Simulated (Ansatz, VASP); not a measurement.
## One calculation of PC4, two programs

File INCAR:

```
  PREC = Accurate
  ENCUT = 520
  EDIFF = 1E-6
  ISMEAR = 0
  SIGMA = 0.1
  LREAL = False
  LASPH = True
  NELM = 60
  ALGO = Normal
  ISIF = 2
  LWAVE = False
  LCHARG = False
  GGA = PE
  NBANDS = 18
```

Contents of KPOINTS:

```
regular mesh
0
Gamma
  6 6 2
```

The input POSCAR:

```
PC4
1.0
    2.1944152700     -1.5512918500      0.0000000000
    2.1944152700      1.5512918500      0.0000000000
   -0.8753270500      0.0000000000      9.8421142700
P C
1 4
Direct
    0.0000000000      0.0000000000      0.0000000000
    0.6130560000      0.6130560000      0.8219469800
    0.1987099900      0.1987099900      0.6059489800
    0.8012900100      0.8012900100      0.3940510200
    0.3869440000      0.3869440000      0.1780530200
```

Input for Ansatz:

```yaml
crystal:
  lattice:
    - [2.19441527, -1.55129185, 0.0]
    - [2.19441527, 1.55129185, 0.0]
    - [-0.87532705, 0.0, 9.84211427]
  atoms:
    - { symbol: P, position: [0.0, 0.0, 0.0] }
    - { symbol: C, position: [0.613056, 0.613056, 0.82194698] }
    - { symbol: C, position: [0.19870999, 0.19870999, 0.60594898] }
    - { symbol: C, position: [0.80129001, 0.80129001, 0.39405102] }
    - { symbol: C, position: [0.386944, 0.386944, 0.17805302] }
basis:
  ecutwfc: 420
kpoints:
  mp_grid: { grid: [6, 6, 2] }
hamiltonian:
  xc: pbe
scf:
  occupations: { method: gaussian, width: 0.1 }
  lower_state_search: "off"
output:
  forces: true
  stress: true
  eigenvalues: true
```

Change from the starting cell: species swapped into the AlAu4 type (C2/m, No. 12).

Alike in both runs: task single point; functional PBE; k mesh 6 × 6 × 2; occupations gaussian, width 0.1 eV; no spin polarisation.

|  | VASP | Ansatz |
| --- | --- | --- |
| version | VASP 6.6.1 | Ansatz 0.2.0 |
| potentials or method | VASP PAW PBE potentials, release 64 (P, C), cutoff 520 eV | scalar-relativistic, plane waves, PAW |
| valence electrons in the cell | 21 | 21 |

VASP gave:

```
gap on the k mesh at the Fermi level (eV)                     : none
pressure (GPa)                                                : -24.3
traceless stress, the component that is largest in VASP (GPa) : -11.14
rms of the force components (eV/Å)                            : 0.521
```

Q: Estimate Ansatz's values.

A: gap on the k mesh at the Fermi level (eV): none; pressure (GPa): -24.3; traceless stress, the component that is largest in VASP (GPa): -11.15; rms of the force components (eV/Å): 0.520.

Atom by atom the forces differ by 0.001 eV/Å (rms over components). A gap of «none» marks a metal or a gap that the smearing closes. With one functional, cell and mesh, what is left measures potentials, basis and numerics.

The k mesh is coarse, so the values compare programs but aren't converged.
